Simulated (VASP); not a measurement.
# BP (I-4m2) in VASP: G0W0 quasiparticle levels with PBE

Aim: the G0W0 quasiparticle levels of BP with PBE.

Program: VASP 6.6.1. These are calculated values, not measurements. Logs are shortened: lines on timing, memory, paths and dates and some standing lists are left out, and cuts for length are marked.

### 1 The cell of the first run

Symmetry: I-4m2, No. 119, tetragonal system. The conventional cell has a = 3.240 Å, b = 3.240 Å, c = 4.518 Å, α = 90.00°, β = 90.00°, γ = 90.00°. B (site symmetry -4m2) has 4 P at 1.97 Å within 2.6 Å. Within 2.6 Å of P (site symmetry -4m2) lie 4 B at 1.97 Å.

### 2 G0W0 quasiparticle levels, PBE

POSCAR

```
BP
1.0
    0.0000000000      2.2909988435      2.2591363518
    2.2909988435      0.0000000000      2.2591363518
    2.2909988435      2.2909988435      0.0000000000
B P
1 1
Direct
    0.0000000000      0.0000000000      0.0000000000
    0.2500000000      0.2500000000      0.2500000000
```

INCAR.step1

```
PREC     = Accurate       # precision mode
ENCUT    = 500            # plane-wave cutoff, eV
EDIFF    = 1E-8           # SCF threshold, eV
ISMEAR   = 0              # smearing method
SIGMA    = 0.01           # smearing width, eV
LREAL    = False          # projectors in reciprocal space
LASPH    = True           # aspherical terms in the spheres
NELM     = 60             # most SCF steps
ALGO     = Normal         # electronic algorithm
LWAVE    = True           # write WAVECAR
LCHARG   = False          # write CHGCAR
GGA      = PE             # functional
```

INCAR.step2

```
PREC     = Accurate       # precision mode
ENCUT    = 500            # plane-wave cutoff, eV
EDIFF    = 1E-8           # SCF threshold, eV
ISMEAR   = 0              # smearing method
SIGMA    = 0.01           # smearing width, eV
LREAL    = False          # projectors in reciprocal space
LASPH    = True           # aspherical terms in the spheres
NELM     = 1              # most SCF steps
ALGO     = Exact          # electronic algorithm
LWAVE    = True           # write WAVECAR
LCHARG   = False          # write CHGCAR
GGA      = PE             # functional
NBANDS   = 102            # bands
LOPTICS  = True           # frequency-dependent dielectric function
ISTART   = 1
```

INCAR.step3

```
PREC     = Accurate       # precision mode
ENCUT    = 500            # plane-wave cutoff, eV
EDIFF    = 1E-8           # SCF threshold, eV
ISMEAR   = 0              # smearing method
SIGMA    = 0.01           # smearing width, eV
LREAL    = False          # projectors in reciprocal space
LASPH    = True           # aspherical terms in the spheres
ALGO     = EVGW0          # electronic algorithm
LWAVE    = False          # write WAVECAR
LCHARG   = False          # write CHGCAR
GGA      = PE             # functional
NELMGW   = 1            
NBANDS   = 102            # bands
ENCUTGW  = 150.0          # cutoff of the response function
NOMEGA   = 96             # frequency points
PRECFOCK = Fast         
ISTART   = 1            
NBANDSGW = 12           
OMEGAMAX = 20
```

KPOINTS

```
Automatic mesh
0
Gamma
  6 6 6
```

Potentials or basis: VASP PAW PBE potentials, release 64 (B_GW, P_GW).

Run with:

```bash
$ cat potpaw_PBE.64/B_GW/POTCAR potpaw_PBE.64/P_GW/POTCAR > POTCAR
$ cp INCAR.step1 INCAR
$ mpirun -np 1 vasp_std > vasp.out
$ cp INCAR.step2 INCAR
$ mpirun -np 1 vasp_std > vasp.out
$ cp INCAR.step3 INCAR
$ mpirun -np 1 vasp_std > vasp.out
```

OUTCAR:

```text
PREC = Accurate
   ENCUT = 500
   EDIFF = 1E-8
   ISMEAR = 0
   LREAL = False
   LASPH = True
   GGA = PE
   NELMGW = 1
   ENCUTGW = 150.0
   PRECFOCK = Fast
   ISTART = 1

 ion  position               nearest neighbor table
   1  0.000  0.000  0.000-   2 1.97   2 1.97   2 1.97   2 1.97
   2  0.250  0.250  0.250-   1 1.97   1 1.97   1 1.97   1 1.97

  LATTYP: Found a body centered tetragonal cell.
 ALAT       =     3.2399616359
 C/A-ratio  =     1.3945451247

  Lattice vectors:

 A1 = (   0.0000000000,  -2.2909988435,  -2.2591363518)
 A2 = (   0.0000000000,   2.2909988435,  -2.2591363518)
 A3 = (   2.2909988435,   0.0000000000,   2.2591363518)

Analysis of symmetry for initial positions (statically):
=====================================================================
 Subroutine PRICEL returns:
 Original cell was already a primitive cell.

 Routine SETGRP: Setting up the symmetry group for a
 body centered tetragonal supercell.

 Subroutine GETGRP returns: Found  8 space group operations
 (whereof  8 operations were pure point group operations)
 out of a pool of 16 trial point group operations.

The static configuration has the point symmetry D_2d.

Analysis of symmetry for dynamics (positions and initial velocities):
=====================================================================
 Subroutine PRICEL returns:
 Original cell was already a primitive cell.

 Routine SETGRP: Setting up the symmetry group for a
 body centered tetragonal supercell.

 Subroutine GETGRP returns: Found  8 space group operations
 (whereof  8 operations were pure point group operations)
 out of a pool of 16 trial point group operations.

The dynamic configuration has the point symmetry D_2d.

 Subroutine INISYM returns: Found  8 space group operations
 (whereof  8 operations are pure point group operations),
 and found     1 'primitive' translations

----------------------------------------------------------------------------------------

                                     Primitive cell

  volume of cell :      23.7149

  direct lattice vectors                    reciprocal lattice vectors
     0.000000000  2.290998844  2.259136352    -0.218245418  0.218245418  0.221323516
     2.290998844  0.000000000  2.259136352     0.218245418 -0.218245418  0.221323516
     2.290998844  2.290998844  0.000000000     0.218245418  0.218245418 -0.221323516

  length of vectors
     3.217510335  3.217510335  3.239961636     0.379797609  0.379797609  0.379797609

  position of ions in fractional coordinates (direct lattice)
     0.000000000  0.000000000  0.000000000
     0.250000000  0.250000000  0.250000000

  ion indices of the primitive-cell ions
   primitive index   ion index
                 1           1
                 2           2

----------------------------------------------------------------------------------------

 KPOINTS: Automatic mesh

Automatic generation of k-mesh.
 Grid dimensions read from file:
 generate k-points for:    6    6    6

 Generating k-lattice:

  Cartesian coordinates                     Fractional coordinates (reciprocal lattice)
    -0.036374236  0.036374236  0.036887253     0.166666667  0.000000000  0.000000000
     0.036374236 -0.036374236  0.036887253     0.000000000  0.166666667  0.000000000
     0.036374236  0.036374236 -0.036887253     0.000000000  0.000000000  0.166666667

  Length of vectors
     0.063299601  0.063299601  0.063299601

  Shift w.r.t. Gamma in fractional coordinates (k-lattice)
     0.000000000  0.000000000  0.000000000

 Subroutine IBZKPT returns following result:
 ===========================================

 Found     30 irreducible k-points:

 Following reciprocal coordinates:
            Coordinates               Weight
  0.000000  0.000000  0.000000      1.000000
  0.166667 -0.000000  0.000000      8.000000
  0.333333  0.000000  0.000000      8.000000
  0.500000  0.000000  0.000000      4.000000
  0.166667  0.166667  0.000000      2.000000
  0.333333  0.166667  0.000000      8.000000
[... 16 lines left out ...]
  0.333333  0.000000  0.333333      4.000000
  0.500000  0.000000  0.333333     16.000000
 [... further k-points ...]
   k-points           NKPTS =     30   k-points in BZ     NKDIM =    216   number of bands    NBANDS=    102
   number of dos      NEDOS =    301   number of ions     NIONS =      2
   total plane-waves  NPLWV =  13824
   dimension x,y,z NGX =    24 NGY =   24 NGZ =   24
   dimension x,y,z NGXF=    48 NGYF=   48 NGZF=   48
   ions per type =               1   1
   NGX,Y,Z   is equivalent  to a cutoff of  12.40, 12.40, 12.31 a.u.
   NGXF,Y,Z  is equivalent  to a cutoff of  24.80, 24.80, 24.63 a.u.
 SYSTEM =  unknown system
   PREC   = accura    normal or accurate (medium, high low for compatibility)
   ISTART =      1    job   : 0-new  1-cont  2-samecut
   ICHARG =      0    charge: 1-file 2-atom 10-const
   ISPIN  =      1    spin polarized calculation?
   LNONCOLLINEAR =      F non collinear calculations
   LSORBIT =      F    spin-orbit coupling
   LASPH  =      T    aspherical Exc in radial PAW
   ENCUT  =  500.0 eV  36.75 Ry    6.06 a.u.   5.87  5.87  5.91*2*pi/ulx,y,z
   NELM   =     60;   NELMIN=  2; NELMDL=  0     # of ELM steps
   EDIFF  = 0.1E-07   stopping-criterion for ELM
   LREAL  =      F    real-space projection
   EDIFFG = 0.1E-06   stopping-criterion for IOM
   NSW    =      0    number of steps for IOM
   IBRION =     -1    ionic relax: 0-MD 1-quasi-New 2-CG
   NFREE  =      0    steps in history (QN), initial steepest desc. (CG)
   ISIF   =      0    stress and relaxation
   ISYM   =      3    0-nonsym 1-usesym 2-fastsym
   POTIM  = 0.5000    time-step for ionic-motion
   TEBEG  =    0.0;   TEEND  =   0.0 temperature during run
   PSTRESS=    0.0 pullay stress
   NELECT =       8.0000    total number of electrons
   NUPDOWN=      -1.0000    fix difference up-down
   EMIN   =  10.00;   EMAX   =-10.00  energy-range for DOS
   EFERMI =   0.00;   METHOD = LEGACY
   ISMEAR =     0;   SIGMA  =   0.01  broadening in eV -4-tet -1-fermi 0-gaus
   EFERMI_NEDOS =   21; number of points for ismear=-14 and -15
   IALGO  =     38    algorithm
   IMIX   =      4    mixing-type and parameters
     AMIX     =   0.40;   BMIX     =  1.00
     AMIX_MAG =   1.60;   BMIX_MAG =  1.00
  volume/ion in A,a.u.               =      11.86        80.02
  Fermi-wavevector in a.u.,A,eV,Ry     =   1.139631  2.153590 17.670674  1.298758
  Thomas-Fermi vector in A             =   2.276334
   LORBIT       =      0    0 simple, 1 ext, 2 COOP (PROOUT), +10 PAW based schemes
   GGA     = PE    functional components
   LHFCALC =     T    Hartree Fock is set to
   PRECFOCK=fast      Normal, Fast or Accurate (Low or Medium for compatibility)
   ENCUT4O =  -1.0   cutoff for four orbital integrals eV
   NKREDX  =     1    reduce k-point grid by
   NKREDY  =     1    reduce k-point grid by
   NKREDZ  =     1    reduce k-point grid by
   AEXX    =    1.0000 exact exchange contribution
   HFSCREEN=    0.0000 screening length (either q_TF or 0.3 A-1)
   HFSCREENC=   0.0000 screening length for correlation (either q_TF or 0.3 A-1)
   ENCUTFOCK=  -1.0 apply spherical cutoff to Coloumb kernel
   IVDW    =     0    specifies the selected vdW correction
   LEPSILON=     F    determine dielectric tensor
   LRPA    =     F    only Hartree local field effects (RPA)
   LRPAFORCE           =     F    calculate RPA forces
   ENCUTGW             = 150.0    cutoff for response function in eV
   ENCUTGWSOFT         = 120.0    soft cutoff for Coulomb kernel in GW response function in eV
   ENCUTLF             =  -1.0    cutoff for local field effects
   NELMGW              =     1    number of iterations in solving QP/BSE equation
   NELMHF              =     1    number of iterations in the inner HF iteration
   NKREDLFX            =     1    NKREDLFY  =   1   NKREDLFZ  =   1
 non-spin polarized calculation
 Gauss-broadening in eV      SIGMA  =   0.01
  energy-cutoff  :      500.00
  volume of cell :       23.71
 maximum number of plane-waves:       612
  NGX = 14; NGY = 14; NGZ = 14
   NGX = 11   NGY = 11   NGZ = 11
 maximum number of plane-waves:       113

 QP shifts <psi_nk| G(iteration)W_0 |psi_nk>: iteration 1
 for sc-GW calculations column KS-energies equals QP-energies in previous step
 and V_xc(KS)=  KS-energies - (<T + V_ion + V_H > + <T+V_H+V_ion>^1  + <V_x>^1)

 k-point   1 :       0.0000    0.0000    0.0000
  band No.  KS-energies  QP-energies   sigma(KS)   V_xc(KS)     V^pw_x(r,r')   Z            occupation Imag(sigma)

      1      -8.3637      -9.0852     -13.0767     -12.0246     -20.4106       0.6858       2.0000       1.2869
      2       6.9210       6.4056     -13.9241     -13.2685     -14.9027       0.7861       2.0000       0.0196
      3       6.9210       6.4056     -13.9241     -13.2685     -14.9027       0.7861       2.0000       0.0196
      4       7.0550       6.5424     -13.8937     -13.2418     -14.8380       0.7865       2.0000       0.0191
      5      10.2950      10.6734     -11.5579     -12.0408      -7.1132       0.7835       0.0000      -0.0560
      6      10.3747      10.7510     -11.5502     -12.0304      -7.0911       0.7836       0.0000      -0.0558
      7      10.3747      10.7510     -11.5502     -12.0304      -7.0911       0.7836       0.0000      -0.0558
      8      14.1110      14.4764     -12.2604     -12.7470      -6.2697       0.7508       0.0000      -0.1195
      9      18.3894      18.2954      -9.5149      -9.3947      -3.3397       0.7820       0.0000      -0.3039
     10      18.7665      19.2237     -11.0994     -11.6898      -4.9715       0.7746       0.0000      -0.2568
     11      19.1180      19.5782     -11.1157     -11.7098      -4.9088       0.7746       0.0000      -0.2815
     12      22.4069      22.4511      -9.8102      -9.8669      -2.8015       0.7799       0.0000      -0.7210

 k-point   2 :       0.1667   -0.0000    0.0000
  band No.  KS-energies  QP-energies   sigma(KS)   V_xc(KS)     V^pw_x(r,r')   Z            occupation Imag(sigma)
[... 353 lines left out ...]
      1      -4.3450      -5.0031     -13.4301     -12.5096     -19.2344       0.7149       2.0000       0.6911
      2      -0.5669      -1.3075     -13.6224     -12.5904     -17.8787       0.7176       2.0000       0.2368
      3       1.8806       1.1719     -12.8827     -11.9363     -15.5897       0.7488       2.0000       0.0751
      4       3.3756       2.6909     -13.4252     -12.5258     -15.6974       0.7613       2.0000       0.0466
      5       8.9598       9.1392     -10.6165     -10.8416      -6.3171       0.7967       0.0000      -0.0530
      6      11.1804      11.4324     -10.8295     -11.1499      -6.0015       0.7866       0.0000      -0.0662
      7      16.7381      17.1978     -11.8330     -12.4511      -5.1695       0.7435       0.0000      -0.2576
      8      17.1324      17.5833     -11.9673     -12.5749      -5.1919       0.7421       0.0000      -0.2786
      9      20.4961      20.9153     -11.6917     -12.2568      -4.2976       0.7419       0.0000      -0.5043
     10      21.8759      22.2845     -11.3861     -11.9276      -4.1889       0.7546       0.0000      -0.5775
     11      24.2968      24.6655     -11.9702     -12.4693      -4.0743       0.7388       0.0000      -0.8006
     12      25.8154      26.2266     -11.8072     -12.3562      -4.1046       0.7490       0.0000      -0.9401

 [... further k-points ...]
```

Run time: 7.6 min. Hardware: 1 thread of Intel Xeon Platinum 8559C (Emerald Rapids), shared host; peak memory 0.52 GiB.

Results:

```yaml
Quasiparticle_gap: 1.82 eV
Least_direct_quasiparticle_gap: 4.13 eV
Band_gap_of_the_starting_levels_on_the_mesh: 1.17 eV
Least_direct_gap_of_the_starting_levels_on_the_mesh: 3.24 eV
```

Caveat: the k points lie up to 0.40 Å⁻¹ apart; bands, screening cutoff and mesh are small and nothing is extrapolated, so the quasiparticle values aren't converged.
